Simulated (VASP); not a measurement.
Set up this calculation in VASP 6.6.1, as the native input.

```yaml
Task: single point
Functional: PBEsol
Potentials_or_basis: VASP PAW PBE potentials, release 64 (Ga_d)
Cutoff: 520 eV
k_mesh: 13 × 13 × 13
Occupations: gaussian, width 0.05 eV
Spin: no spin polarisation
Dipole_correction: no
Further_INCAR_settings: ALGO = Normal; EDIFF = 1e-07; NBANDS = 12
```

The structure of Ga lies in POSCAR:

```
Ga
1.0
   -1.3843987196      1.3843987196      2.3112238365
    1.3843987196     -1.3843987196      2.3112238365
    1.3843987196      1.3843987196     -2.3112238365
Ga
1
Direct
    0.0000000000      0.0000000000      0.0000000000
```

These files were run (other wordings do the same):

INCAR

```
PREC = Accurate
ENCUT = 520
EDIFF = 1E-7
ISMEAR = 0
SIGMA = 0.05
LREAL = F
LASPH = T
NELM = 100
ALGO = Normal
ISIF = 2
LWAVE = F
LCHARG = F
GGA = PS
NBANDS = 12
```

KPOINTS

```
regular mesh
0
Gamma
  13 13 13
```

Potentials or basis: VASP PAW PBE potentials, release 64 (Ga_d).

Run with:

```console
$ cat potpaw_PBE.64/Ga_d/POTCAR > POTCAR
$ mpirun -np 1 vasp_std > vasp.out
```

Results of the run:

```
Pressure : -0.3 GPa
```

Caveat: the PAW data sets were made with another functional, which shifts forces and pressure a little.

It took 52 s on 1 thread of Intel Xeon 8259CL, with other jobs on the host, peak memory 0.17 GiB.
